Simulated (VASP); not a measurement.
Runs of VASP 6.6.1 on InP. The structure is that of space group F-43m (No. 216), or close to it. The cells are those of the table. 

```tsv
task	cell	k mesh	cutoff (eV)	smearing	gap on the mesh (eV)	pressure (GPa)
single point	a = 4.121 Å, angles 60.0°, 2 atoms	12 × 12 × 12	520	fermi-dirac 0.1 eV	0.60	0.0
relaxation of cell and atoms	relaxed from a = 4.144 Å, angles 60.0°, 2 atoms	12 × 12 × 12	600	fermi-dirac 0.1 eV	0.60	0.0
single point	a = 4.100 Å, angles 60.0°, 2 atoms	8 × 8 × 8	500	gaussian 0.01 eV	0.69	(a)
single point	a = 4.121 Å, angles 60.0°, 2 atoms	8 × 8 × 8	520	gaussian 0.01 eV	0.60	0.0
```

Alike in all rows: level LDA; potentials or basis VASP PAW LDA potentials, release 64 (In_d, P); no spin polarisation.

Problem. Estimate the missing entries.

Solution. (a) 1.1.

Caveats: spin-orbit coupling is left out, which moves the levels of the heavy elements.

A k mesh can miss the band edges, and the runs leave out spin-orbit coupling on In.
